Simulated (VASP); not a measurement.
# PdRuPt3: relaxation of cell and atoms with PBE

Crystal: PdRuPt3.

```xyz
5
Lattice="4.1482 0.0000 0.0000 0.0000 4.1482 0.0000 0.0000 0.0000 4.1482" Properties=species:S:1:pos:R:3 pbc="T T T"
Ru    2.0741    2.0741    2.0741
Pd    0.0000    0.0000    0.0000
Pt    0.0000    2.0741    2.0741
Pt    2.0741    0.0000    2.0741
Pt    2.0741    2.0741    0.0000
```

* Program: VASP 6.6.1
* Task: relaxation of cell and atoms
* Functional: PBE
* Potentials or basis: VASP PAW PBE potentials, release 64 (Ru_pv, Pd, Pt)
* Cutoff: 600 eV
* k mesh: 4 × 4 × 4
* Occupations: gaussian, width 0.1 eV
* Spin: no spin polarisation
* Dipole correction: no
* Further INCAR settings: ALGO = Fast; EDIFF = 1e-06; IBRION = 2; EDIFFG = -0.04; NSW = 90; ISIF = 3

| Property | Result |
| --- | --- |
| Relaxed volume | 21.16 Å³/atom |
| Relaxed cell | a = 4.730 Å, b = 4.730 Å, c = 4.730 Å, α = 90.00°, β = 90.00°, γ = 90.00° |
| Space group after relaxing (to 0.05 Å) | Pm-3m (No. 221) |
| Energy gained by relaxing | 1871.3 meV/atom |
| Ionic steps | 8 |
| Pressure after relaxing | 0.1 GPa |
| Band gap on the k mesh | zero (band 27 reaches 7.14 eV, above the bottom of band 28 at 5.44 eV) |

The path:
| step | energy change (eV) | largest force (eV/Å) | pressure (GPa) | volume (Å³) |
| --- | --- | --- | --- | --- |
| 1 | 0.0000 | 0.0000 | 128.53 | 71.38 |
| 2 | 3.5789 | 0.0000 | -8.96 | 267.12 |
| 3 | -0.0723 | 0.0000 | -12.50 | 212.34 |
| 4 | -3.7200 | 0.0000 | -16.13 | 171.70 |
| 5 | -9.1047 | 0.0000 | -7.17 | 114.31 |
| 6 | -9.0608 | 0.0000 | 11.22 | 98.11 |
| 7 | -9.3507 | 0.0000 | -1.42 | 107.19 |
| 8 | -9.3565 | 0.0000 | 0.13 | 105.81 |

Final structure:
```yaml
crystal:
  lattice:
    - [4.72976, 0.00000, 0.00000]
    - [0.00000, 4.72976, 0.00000]
    - [0.00000, 0.00000, 4.72976]
  atoms:
    - { symbol: Ru, position: [0.50000, 0.50000, 0.50000] }
    - { symbol: Pd, position: [0.00000, 0.00000, 0.00000] }
    - { symbol: Pt, position: [0.00000, 0.50000, 0.50000] }
    - { symbol: Pt, position: [0.50000, 0.00000, 0.50000] }
    - { symbol: Pt, position: [0.50000, 0.50000, 0.00000] }
```

Levels at points of the mesh, in eV from the Fermi level:
| k point | band 25 | band 26 | band 27 | band 28 | band 29 | band 30 |
| --- | --- | --- | --- | --- | --- | --- |
| (0.00, 0.00, 0.00) | 0.95 | 0.95 | 1.04 | 1.04 | 1.04 | 1.45 |
| (0.50, 0.00, 0.00) | -0.79 | -0.39 | 0.33 | 0.33 | 0.48 | 4.21 |
| (0.50, 0.50, 0.00) | -1.12 | -1.05 | -0.40 | -0.40 | 0.28 | 0.32 |
| (0.50, 0.50, 0.50) | -1.07 | -1.07 | -1.07 | -0.53 | -0.53 | 1.35 |

Wall time 12 min on 1 thread of AMD EPYC 7R13 Processor (Zen 3), with other jobs on the host, peak memory 0.2 GiB.

Caveat: the k points lie up to 0.33 Å⁻¹ apart in the final cell; the volume moved by over 15 % at a fixed basis, so the end points are rough; spin-orbit coupling is left out, which moves the levels of the heavy elements.
